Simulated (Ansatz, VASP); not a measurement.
# Two plane-wave programs on KBr

POSCAR

```
KBr
1.0
    0.0110074928      3.3132553269      3.3132553269
    3.3132553269      0.0110074928      3.3132553269
    3.3132553269      3.3132553269      0.0110074928
K Br
1 1
Direct
    0.0000000000      0.0000000000      0.0000000000
    0.5000000000      0.5000000000      0.5000000000
```

INCAR.step1

```
  PREC = Accurate
  ENCUT = 520
  ISMEAR = 0
  SIGMA = 0.01
  LREAL = F
  LASPH = T
  NELM = 80
  NBANDS = 15
  GGA = PE
  ALGO = Normal
  EDIFF = 1E-4
  LWAVE = T
  LCHARG = F
```

File INCAR.step2:

```
  PREC = Accurate
  ENCUT = 520
  EDIFF = 1E-6
  ISMEAR = 0
  SIGMA = 0.01
  LREAL = F
  LASPH = T
  NELM = 80
  ALGO = Normal
  ISIF = 2
  LWAVE = F
  LCHARG = T
  METAGGA = R2SCAN
  LMIXTAU = T
  LELF = T
  LVHAR = T
  NBANDS = 15
  ISTART = 1
```

Contents of KPOINTS:

```
regular mesh
0
Gamma
  6 6 6
```

Input for Ansatz:

```yaml
crystal:
  lattice:
    - [0.0110074928, 3.3132553269, 3.3132553269]
    - [3.3132553269, 0.0110074928, 3.3132553269]
    - [3.3132553269, 3.3132553269, 0.0110074928]
  atoms:
    - { symbol: K, position: [0.0, 0.0, 0.0] }
    - { symbol: Br, position: [0.5, 0.5, 0.5] }
kpoints:
  mp_grid: { grid: [6, 6, 6] }
  band_path:
    path:
      - [0.0, 0.0, 0.0]
      - [0.5, 0.0, 0.5]
      - [0.625, 0.25, 0.625]
      - [0.375, 0.375, 0.75]
      - [0.5, 0.5, 0.5]
      - [0.5, 0.25, 0.75]
    npoints: 1
hamiltonian:
  xc: r2scan
scf:
  occupations: { method: fixed }
  n_extra_bands: 4
output:
  forces: true
  stress: true
  eigenvalues: true
```

Change from the starting cell: shear_111 strain +0.5%.

Alike in both runs: task single point; functional r2SCAN; k mesh 6 × 6 × 6; no spin polarisation.

```csv
,VASP,Ansatz
version,VASP 6.6.1,Ansatz 0.2.0
potentials or method,"VASP PAW PBE potentials, release 64 (K_sv, Br)","plane waves, PAW"
plane-wave cutoff (eV),520,500
occupations,"gaussian, width 0.01 eV",fixed
valence electrons in the cell,16,16
```

|  | VASP | Ansatz | Ansatz less VASP |
| --- | --- | --- | --- |
| gap on the k mesh at the Fermi level (eV) | 5.06 | 5.05 | -0.002 |
| pressure (GPa) | -0.1 | 0.0 | 0.00 |

VASP's potentials were made for PBE, not for r2SCAN.
